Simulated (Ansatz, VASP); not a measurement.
## One calculation of Zr, two programs

```xyz
2
Lattice="3.2745 0.0000 0.0000 -1.6373 2.8358 0.0000 0.0000 0.0000 5.2147" Properties=species:S:1:pos:R:3 pbc="T T T"
Zr    0.0000    1.8906    1.3037
Zr    1.6373    0.9453    3.9110
```

Change from the starting cell: volume scaled by 1.04.

Alike in both runs: task single point; functional PBE; k mesh 13 × 13 × 7; occupations fermi-dirac, width 0.08 eV; no spin polarisation.

|  | VASP | Ansatz |
| --- | --- | --- |
| version | VASP 6.6.1 | Ansatz 0.2.0 |
| potentials or method | VASP PAW PBE potentials, release 64 (Zr_sv), cutoff 520 eV | all-electron LAPW, scalar-relativistic |

```csv
,VASP,Ansatz,Ansatz less VASP
pressure (GPa),-3.0,-3.0,+0.01
"traceless stress, the component that is largest in VASP (GPa)",0.26,0.26,+0.001
```

Ansatz ran all-electron here, and VASP with PAW potentials.
